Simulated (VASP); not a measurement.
Write the native input for VASP 6.6.1 that does the following.

```yaml
Task: single point
Functional: LDA
Potentials_or_basis: VASP PAW LDA potentials, release 64 (Co)
Cutoff: 520 eV
k_mesh: 20 × 20 × 12
Occupations: gaussian, width 0.05 eV
Spin: no spin polarisation
Dipole_correction: no
Further_INCAR_settings: ALGO = Normal; EDIFF = 1e-06; NBANDS = 16
```

The structure of Co lies in POSCAR:

```
Co
1.0
    2.4294441922      0.0000000000      0.0000000000
   -1.2147220961      2.1039603875      0.0000000000
    0.0000000000      0.0000000000      3.9179299248
Co
2
Direct
    0.3333333333      0.6666666667      0.7500000000
    0.6666666667      0.3333333333      0.2500000000
```

One way to write it, as run:

INCAR

```
PREC = Accurate
ENCUT = 520
EDIFF = 1E-6
ISMEAR = 0
SIGMA = 0.05
LREAL = False
LASPH = True
NELM = 60
ALGO = Normal
ISIF = 2
LWAVE = False
LCHARG = False
GGA = CA
NBANDS = 16
```

KPOINTS

```
regular mesh
0
Gamma
  20 20 12
```

Potentials or basis: VASP PAW LDA potentials, release 64 (Co).

Command:

```bash
$ cat potpaw_LDA.64/Co/POTCAR > POTCAR
$ mpirun -np 1 vasp_std > vasp.out
```

Results of the run:

```
Pressure               : -12.5 GPa
Band gap on the k mesh : zero (bands 9 and 10 overlap by 1.63 eV)
```

Caveat: the cell stands under tension; the run has no spin polarisation, though such a crystal can be magnetic.

It took 38 s on 1 thread of Intel(R) Xeon(R) 6975P-C (Granite Rapids), with other jobs on the host, peak memory 0.18 GiB.
